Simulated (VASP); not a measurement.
Here is a VASP 6.6.1 calculation.

File INCAR:

```
SYSTEM = CaO
ALGO = Normal
EDIFF = 1E-7
EDIFFG = -0.04
ENCUT = 600
GGA = PE
IBRION = 2
ISIF = 3
ISMEAR = 0
LASPH = .True.
LCHARG = .False.
LREAL = .False.
LWAVE = .False.
NELM = 80
NSW = 90
PREC = Accurate
SIGMA = 0.1
```

File KPOINTS:

```
k-points
0
Gamma
  6 6 6
  0 0 0
```

Contents of POSCAR:

```
CaO
1.0
    3.2456635600      0.0000000000      0.0000000000
    0.0000000000      3.2456635600      0.0000000000
    0.0000000000      0.0000000000      3.2456635600
Ca O
1 1
Direct
    0.0000000000      0.0000000000      0.0000000000
    0.5000000000      0.5000000000      0.5000000000
```

Potentials or basis: VASP PAW PBE potentials, release 64 (Ca_sv, O).

Launch:

```sh
$ cat potpaw_PBE.64/Ca_sv/POTCAR potpaw_PBE.64/O/POTCAR > POTCAR
$ mpirun -np 1 vasp_std > vasp.out
```

Task: What does it give for the relaxed volume?

Result: 12.71 Å³/atom.

Task: Estimate the relaxed cell.

Result: a = 2.940 Å, b = 2.940 Å, c = 2.940 Å, α = 90.00°, β = 90.00°, γ = 90.00°.

Task: Predict the space group after relaxing (to 0.05 Å).

Result: Pm-3m (No. 221).

Task: Predict the band gap on the k mesh.

Result: 2.77 eV, indirect (least direct gap 3.08 eV).

The path:
```
step  energy change (eV)  largest force (eV/Å)  pressure (GPa)  volume (Å³)
   1              0.0000                0.0000          -16.88        34.19
   2             -0.5989                0.0000           -2.58        26.03
   3             -0.6043                0.0000           -0.16        25.42
```

Caveat: the volume moved by over 15 % at a fixed basis, so the end points are rough. A k mesh can miss the band edges.
